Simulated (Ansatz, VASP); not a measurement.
# ZrMo2C2 in VASP and in Ansatz

The input INCAR:

```
SYSTEM = ZrMo2C2
  PREC = Accurate
  ENCUT = 600
  EDIFF = 1E-6
  ISMEAR = 0
  SIGMA = 0.1
  LREAL = .FALSE.
  LASPH = .TRUE.
  NELM = 100
  ALGO = Normal
  ISIF = 3
  LWAVE = .FALSE.
  LCHARG = .FALSE.
  GGA = PE
  IBRION = 2
  NSW = 90
  EDIFFG = -0.04
```

KPOINTS

```
Automatic mesh
0
G
  6 6 4
  0 0 0
```

Contents of POSCAR:

```
ZrMo2C2
1.0
    3.6322355218      0.0000000000      0.0000000000
    0.0000000000      3.6322355218      0.0000000000
    0.0000000000      0.0000000000      4.6089314825
Zr Mo C
1 2 2
Direct
    0.0000000000      0.0000000000      0.0000000000
    0.5000000000      0.0000000000      0.5000000000
    0.0000000000      0.5000000000      0.5000000000
    0.5000000000      0.5000000000      0.8364459235
    0.5000000000      0.5000000000      0.1635540765
```

Input for Ansatz:

```yaml
crystal:
  lattice:
    - [3.6322355218, 0.0, 0.0]
    - [0.0, 3.6322355218, 0.0]
    - [0.0, 0.0, 4.6089314825]
  atoms:
    - { symbol: Zr, position: [0.0, 0.0, 0.0] }
    - { symbol: Mo, position: [0.5, 0.0, 0.5] }
    - { symbol: Mo, position: [0.0, 0.5, 0.5] }
    - { symbol: C, position: [0.5, 0.5, 0.8364459235] }
    - { symbol: C, position: [0.5, 0.5, 0.1635540765] }
basis:
  ecutwfc: 420
kpoints:
  mp_grid: { grid: [6, 6, 4] }
hamiltonian:
  xc: pbe
scf:
  occupations: { method: gaussian, width: 0.1 }
  lower_state_search: "off"
output:
  forces: true
  stress: true
  eigenvalues: true
relax:
  adjacent_minimum: "off"
  f_tol: 0.04
  max_steps: 70
  cell: { stress_tol: 0.4 }
```

Alike in both runs: task relaxation of cell and atoms; functional PBE; k mesh 6 × 6 × 4; occupations gaussian, width 0.1 eV; no spin polarisation.

|  | VASP | Ansatz |
| --- | --- | --- |
| version | VASP 6.6.1 | Ansatz 0.2.0 |
| potentials or method | VASP PAW PBE potentials, release 64 (Zr_sv, Mo_sv, C), cutoff 600 eV | scalar-relativistic, plane waves, PAW |
| valence electrons in the cell | 48 | 48 |

|  | VASP | Ansatz | Ansatz less VASP |
| --- | --- | --- | --- |
| gap on the k mesh at the Fermi level, each at its own relaxed structure (eV) | none | none | - |
| relaxed volume (Å³/atom) | 12.15 | 12.14 | -0.012 |
| relaxed length of the cell vector where the two differ most in proportion (Å) | 3.626 | 3.624 | -0.0014 |

A gap of «none» marks a metal or a gap that the smearing closes.
